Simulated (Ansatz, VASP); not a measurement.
## One calculation of SiO2, two programs

```
CELL_PARAMETERS angstrom
4.10880 0.00000 0.00000
0.00000 4.10880 0.00000
0.00000 0.00000 2.68977
ATOMIC_POSITIONS crystal
Si 0.50000 0.50000 0.50000
Si 0.00000 0.00000 0.00000
O 0.69301 0.69301 0.00000
O 0.19301 0.80699 0.50000
O 0.30699 0.30699 0.00000
O 0.80699 0.19301 0.50000
```

Alike in both runs: task single point; functional PBE; k mesh 6 × 6 × 8; occupations gaussian, width 0.05 eV; no spin polarisation.

|  | VASP | Ansatz |
| --- | --- | --- |
| version | VASP 6.6.1 | Ansatz 0.2.0 |
| potentials or method | VASP PAW PBE potentials, release 64 (Si, O), cutoff 520 eV | scalar-relativistic, plane waves, PAW |
| valence electrons in the cell | 32 | 32 |

|  | VASP | Ansatz | Ansatz less VASP |
| --- | --- | --- | --- |
| gap on the k mesh at the Fermi level (eV) | 5.99 | 6.01 | +0.016 |
| least direct gap on the mesh (eV) | 5.99 | 6.01 | +0.016 |
| pressure (GPa) | 19.5 | 19.2 | -0.27 |
| traceless stress, the component that is largest in VASP (GPa) | -6.17 | -6.63 | -0.461 |
| rms of the force components (eV/Å) | 0.288 | 0.282 | -0.0064 |

Atom by atom the forces differ by 0.006 eV/Å (rms over components).
